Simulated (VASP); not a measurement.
Set up this calculation in VASP 6.6.1, as the native input.

| Property | Result |
| --- | --- |
| Task | single point |
| Functional | PBE |
| Potentials or basis | VASP PAW PBE potentials, release 64 (Co, O) |
| Cutoff | 520 eV |
| k mesh | 18 × 18 × 18 |
| Occupations | gaussian, width 0.1 eV |
| Spin | no spin polarisation |
| Dipole correction | no |
| Further INCAR settings | ALGO = Normal; EDIFF = 1e-06; NBANDS = 14 |

The structure of CoO lies in POSCAR:

```
CoO
1.0
    1.5054695445      0.8691832468      2.4399269062
   -1.5054695445      0.8691832468      2.4399269062
    0.0000000000     -1.7383664936      2.4399269062
Co O
1 1
Direct
    0.0000000000      0.0000000000      0.0000000000
    0.5000000000      0.5000000000      0.5000000000
```

One way to write it, as run:

INCAR

```
  ALGO = Normal
  EDIFF = 1E-6
  ENCUT = 520
  GGA = PE
  ISIF = 2
  ISMEAR = 0
  LASPH = T
  LCHARG = F
  LREAL = F
  LWAVE = F
  NBANDS = 14
  NELM = 60
  PREC = Accurate
  SIGMA = 0.1
```

KPOINTS

```
k-points
0
Gamma
  18 18 18
```

Potentials or basis: VASP PAW PBE potentials, release 64 (Co, O).

The run is started by

```console
$ cat potpaw_PBE.64/Co/POTCAR potpaw_PBE.64/O/POTCAR > POTCAR
$ mpirun -np 1 vasp_std > vasp.out
```

Results of the run:

The pressure is -18.5 GPa and the band gap on the k mesh is zero (an odd number of electrons rules out a gap without spin polarisation).

Caveat: the cell stands under tension; an odd number of electrons without spin polarisation forces a metal; a magnetic or distorted state may lie lower; the run has no spin polarisation, though such a crystal can be magnetic; semilocal functionals often make such compounds metallic where correlation or magnetic order opens a gap, which also shifts bond lengths.

Run time: 2.5 min on 1 thread of Intel Xeon 8259CL (shared host), peak memory 0.25 GiB.
